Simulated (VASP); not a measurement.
# Co (P6_3/mmc) in VASP: settings compared, part 3 of 3

VASP 6.6.1. The steps go on from the part before.

## Step 5: Single point, r2SCAN, collinear spin, ferromagnetic start

This run uses another cell than the first one, of 10.05 Å³/atom.

POSCAR reads:

```
Co
1.0
    2.4201280013      0.0000000000      0.0000000000
   -1.2100640007      2.0958923296      0.0000000000
    0.0000000000      0.0000000000      7.9231214745
Co
4
Direct
    0.6666666667      0.3333333333      0.7500000000
    0.0000000000      0.0000000000      0.5000000000
    0.3333333333      0.6666666667      0.2500000000
    0.0000000000      0.0000000000      0.0000000000
```

INCAR.step1 reads:

```
ALGO     = Normal         # electronic algorithm
EDIFF    = 1E-4           # SCF threshold, eV
ENCUT    = 520            # plane-wave cutoff, eV
GGA      = PE             # functional
ISMEAR   = -1             # smearing method
ISPIN    = 2              # spin polarisation
LASPH    = T              # aspherical terms in the spheres
LCHARG   = F              # write CHGCAR
LMAXMIX  = 4              # l up to which the mixer works
LREAL    = F              # projectors in reciprocal space
LWAVE    = T              # write WAVECAR
MAGMOM   = 2 2 2 2        # initial moments
NBANDS   = 30             # bands
NELM     = 150            # most SCF steps
PREC     = Accurate       # precision mode
SIGMA    = 0.05           # smearing width, eV
```

INCAR.step2 reads:

```
ALGO     = Normal         # electronic algorithm
EDIFF    = 1E-6           # SCF threshold, eV
ENCUT    = 520            # plane-wave cutoff, eV
ISIF     = 2              # what is computed and relaxed
ISMEAR   = -1             # smearing method
ISPIN    = 2              # spin polarisation
ISTART   = 1            
LASPH    = T              # aspherical terms in the spheres
LCHARG   = F              # write CHGCAR
LMAXMIX  = 4              # l up to which the mixer works
LMIXTAU  = T            
LORBIT   = 11             # projections on sites
LREAL    = F              # projectors in reciprocal space
LWAVE    = F              # write WAVECAR
MAGMOM   = 2 2 2 2        # initial moments
METAGGA  = R2SCAN         # meta-GGA
NBANDS   = 30             # bands
NELM     = 150            # most SCF steps
PREC     = Accurate       # precision mode
SIGMA    = 0.05           # smearing width, eV
```

KPOINTS reads:

```
k-points
0
Gamma
  12 12 4
```

Potentials or basis: VASP PAW PBE potentials, release 64 (Co).

Command:

```console
$ cat potpaw_PBE.64/Co/POTCAR > POTCAR
$ cp INCAR.step1 INCAR
$ mpirun -np 1 vasp_std > vasp.out
$ cp INCAR.step2 INCAR
$ mpirun -np 1 vasp_std > vasp.out
```

OUTCAR:

```text
EDIFF = 1E-6
   ENCUT = 520
   ISIF = 2
   ISMEAR = -1
   ISPIN = 2
   ISTART = 1
   LASPH = T
   LORBIT = 11
   LREAL = F
   METAGGA = R2SCAN
   NELM = 150
   PREC = Accurate

 ion  position               nearest neighbor table
   1  0.667  0.333  0.750-   2 2.42   4 2.42   2 2.42   4 2.42   2 2.42   4 2.42
   2  0.000  0.000  0.500-   1 2.42   3 2.42   1 2.42   3 2.42   1 2.42   3 2.42
   3  0.333  0.667  0.250-   2 2.42   4 2.42   2 2.42   4 2.42   2 2.42   4 2.42
   4  0.000  0.000  0.000-   1 2.42   3 2.42   1 2.42   3 2.42   1 2.42   3 2.42

  LATTYP: Found a hexagonal cell.
 ALAT       =     2.4201280013
 C/A-ratio  =     3.2738439745

  Lattice vectors:

 A1 = (   2.4201280013,   0.0000000000,   0.0000000000)
 A2 = (  -1.2100640007,   2.0958923296,   0.0000000000)
 A3 = (   0.0000000000,   0.0000000000,   7.9231214745)

Analysis of symmetry for initial positions (statically):
=====================================================================
 Subroutine PRICEL returns:
 Original cell was already a primitive cell.

 Routine SETGRP: Setting up the symmetry group for a
 hexagonal supercell.

 Subroutine GETGRP returns: Found 24 space group operations
 (whereof 12 operations were pure point group operations)
 out of a pool of 24 trial point group operations.

The static configuration has the point symmetry D_3d.
 The point group associated with its full space group is D_6h.

Analysis of symmetry for dynamics (positions and initial velocities):
=====================================================================
 Subroutine PRICEL returns:
 Original cell was already a primitive cell.

 Routine SETGRP: Setting up the symmetry group for a
 hexagonal supercell.

 Subroutine GETGRP returns: Found 24 space group operations
 (whereof 12 operations were pure point group operations)
 out of a pool of 24 trial point group operations.

[... 164 lines left out ...]
  free energy    TOTEN  =       -52.77419828 eV

  energy without entropy =      -52.75072982  energy(sigma->0) =      -52.76246405

 E-fermi :  11.5657     XC(G=0): -15.2028

 val. band max:       11.5648330805   @ k =   0.1667   0.1667   0.5000
 cond. band min:      11.5674750001   @ k =   0.4167   0.0000   0.2500
 fundamental gap:      0.0026419197
 Fermi energy:        11.5657063042

 spin component 1

 k-point     1 :       0.0000    0.0000    0.0000
  band No.  band energies     occupation
      1       1.6095      1.00000
      2       3.9532      1.00000
      3       3.9964      1.00000
      4       5.3255      1.00000
      5       7.6565      1.00000
      6       7.7014      1.00000
[... 781 lines left out ...]
     29      27.2807      0.00000
     30      28.1422      0.00000

 [... further k-points ...]

 spin component 2

 k-point     1 :       0.0000    0.0000    0.0000
  band No.  band energies     occupation
      1       1.0961      1.00000
      2       3.6278      1.00000
      3       3.6455      1.00000
      4       6.4344      1.00000
      5       9.4275      1.00000
      6       9.5707      1.00000
[... 781 lines left out ...]
     29      27.8825      0.00000
     30      28.7698      0.00000

 [... further k-points ...]

------------------------ aborting loop because EDIFF is reached ----------------------------------------

  FORCE on cell =-STRESS in cart. coord.  units (eV):
  Direction    XX          YY          ZZ          XY          YZ          ZX
  --------------------------------------------------------------------------------------
  -------------------------------------------------------------------------------------
  Total        4.2006245      4.2006245      3.7154788     -0.0000000      0.0000000      0.0000000
  in kB      167.4637561    167.4637561    148.1227455     -0.0000000      0.0000000      0.0000000
  external PRESSURE =     161.0167526 kB  Pullay stress =       0.0000000 kB

 VOLUME and BASIS-vectors are now :
 -----------------------------------------------------------------------------
  energy-cutoff  :      520.00
  volume of cell :       40.19
      direct lattice vectors                 reciprocal lattice vectors
     2.420128001  0.000000000  0.000000000     0.413201285  0.238561873  0.000000000
    -1.210064001  2.095892330  0.000000000     0.000000000  0.477123746  0.000000000
     0.000000000  0.000000000  7.923121475     0.000000000  0.000000000  0.126212883

 POSITION                                       TOTAL-FORCE (eV/Angst)
 -----------------------------------------------------------------------------------
      1.21006      0.69863      5.94234         0.000000     -0.000000      0.000000
      0.00000      0.00000      3.96156        -0.000000      0.000000     -0.000000
     -0.00000      1.39726      1.98078         0.000000      0.000000      0.000000
      0.00000      0.00000      0.00000        -0.000000      0.000000     -0.000000
 -----------------------------------------------------------------------------------
    total drift:                                0.000000     -0.000000      0.000000

  FREE ENERGIE OF THE ION-ELECTRON SYSTEM (eV)
  ---------------------------------------------------
  free  energy   TOTEN  =       -52.7741982798 eV

  energy  without entropy=      -52.7507298203  energy(sigma->0) =      -52.76246405

 total charge

# of ion       s       p       d       tot
------------------------------------------
    1        0.545   0.635   7.274   8.454
    2        0.547   0.631   7.285   8.464
    3        0.545   0.635   7.274   8.454
    4        0.547   0.631   7.285   8.464
--------------------------------------------------
tot          2.185   2.533  29.118  33.836

 magnetization (x)

# of ion       s       p       d       tot
------------------------------------------
    1       -0.008  -0.079   1.888   1.801
    2       -0.009  -0.076   1.863   1.778
    3       -0.008  -0.079   1.888   1.801
    4       -0.009  -0.076   1.863   1.778
--------------------------------------------------
tot         -0.034  -0.309   7.502   7.159
```

OUTCAR.step1:

```text
EDIFF = 1E-4
   ENCUT = 520
   GGA = PE
   ISMEAR = -1
   ISPIN = 2
[... 1836 lines left out ...]
      1.21006      0.69863      5.94234         0.000000     -0.000000      0.000000
      0.00000      0.00000      3.96156         0.000000      0.000000      0.000000
     -0.00000      1.39726      1.98078        -0.000000      0.000000     -0.000000
      0.00000      0.00000      0.00000         0.000000      0.000000      0.000000
 -----------------------------------------------------------------------------------
    total drift:                                0.000000     -0.000000      0.000000

  FREE ENERGIE OF THE ION-ELECTRON SYSTEM (eV)
  ---------------------------------------------------
  free  energy   TOTEN  =       -27.9401785339 eV

  energy  without entropy=      -27.9059473856  energy(sigma->0) =      -27.92306296
```

OSZICAR.step1:

```text
N       E                     dE             d eps       ncg     rms          rms(c)
DAV:   1     0.240553361508E+03    0.24055E+03   -0.15527E+04  7016   0.165E+03
DAV:   2    -0.163754422668E+02   -0.25693E+03   -0.23915E+03  6852   0.312E+02
DAV:   3    -0.316067982713E+02   -0.15231E+02   -0.14360E+02  7590   0.102E+02
DAV:   4    -0.318861370830E+02   -0.27934E+00   -0.27895E+00  8528   0.135E+01
DAV:   5    -0.318969844160E+02   -0.10847E-01   -0.10846E-01  9404   0.211E+00    0.229E+01
DAV:   6    -0.284458630553E+02    0.34511E+01   -0.21725E+01  7634   0.703E+01    0.872E+00
DAV:   7    -0.284391493626E+02    0.67137E-02   -0.44508E+00  7884   0.374E+01    0.119E+01
DAV:   8    -0.285128991920E+02   -0.73750E-01   -0.54587E+00  8022   0.452E+01    0.114E+01
DAV:   9    -0.279628691199E+02    0.55003E+00   -0.14771E+00  8466   0.236E+01    0.252E+00
DAV:  10    -0.279401405659E+02    0.22729E-01   -0.11433E-01  8606   0.397E+00    0.692E-01
DAV:  11    -0.279396715256E+02    0.46904E-03   -0.10404E-02  8048   0.928E-01    0.361E-01
DAV:  12    -0.279400359020E+02   -0.36438E-03   -0.80183E-04  7314   0.354E-01    0.139E-01
DAV:  13    -0.279402019458E+02   -0.16604E-03   -0.25357E-04  5182   0.161E-01    0.970E-02
DAV:  14    -0.279401785339E+02    0.23412E-04   -0.13828E-04  3756   0.225E-01
   1 F= -.27940179E+02 E0= -.27923063E+02  d E =-.342311E-01  mag=     6.2289
```

It took 4.2 min on 1 thread of Intel Xeon 6975P-C (Granite Rapids), shared host; peak memory 0.23 GiB.

Results:

```
Free energy                                           : -52.7742 eV
Pressure                                              : 16.1 GPa
Net moment                                            : 6.99 μB per cell
Site moments                                          : Co +1.80, +1.78 (each value once) μB
Valence electrons inside the program's atomic spheres : Co 8.45, 8.46 (each value once)
```

Stress tensor (GPa, compression positive):
```
16.75  0.00  0.00
 0.00 16.75  0.00
 0.00  0.00 14.81
```

Caveat: the cell stands under pressure; the PAW data sets were made with another functional, which shifts forces and pressure a little.

## Step 6: Summary

| level | potentials or basis | cell | cutoff (eV) | gap on the mesh (eV) | pressure (GPa) | moment (μB) |
| --- | --- | --- | --- | --- | --- | --- |
| LDA | VASP PAW LDA potentials, release 64 (Co_sv) | a = 2.471, b = 2.471, c = 8.088 Å, angles 90.0, 90.0, 120.0°, 4 atoms | 690 | none | -16.1 | 6.21 |
| LDA | VASP PAW LDA potentials, release 64 (Co) | a = 2.503, b = 2.503, c = 8.195 Å, angles 90.0, 90.0, 120.0°, 4 atoms | 520 | none | -22.2 | 6.39 |
| LDA | VASP PAW LDA potentials, release 64 (Co) | a = 2.519, b = 2.519, c = 8.247 Å, angles 90.0, 90.0, 120.0°, 4 atoms | 520 | none | -24.9 | 6.49 |
| r2SCAN | VASP PAW PBE potentials, release 64 (Co) | a = 2.420, b = 2.420, c = 7.923 Å, angles 90.0, 90.0, 120.0°, 4 atoms | 520 | none | 16.1 | 6.99 |

Alike in all rows: task single point; spin collinear, ferromagnetic start; k mesh 12 × 12 × 4; smearing fermi-dirac 0.05 eV.

Caveats: the cell stands under tension (at least some runs); the cell stands under pressure (at least some runs); the PAW data sets were made with another functional, which shifts forces and pressure a little (at least some runs).

Total energies depend on the potentials used, so only differences within one code and one set of settings carry meaning.
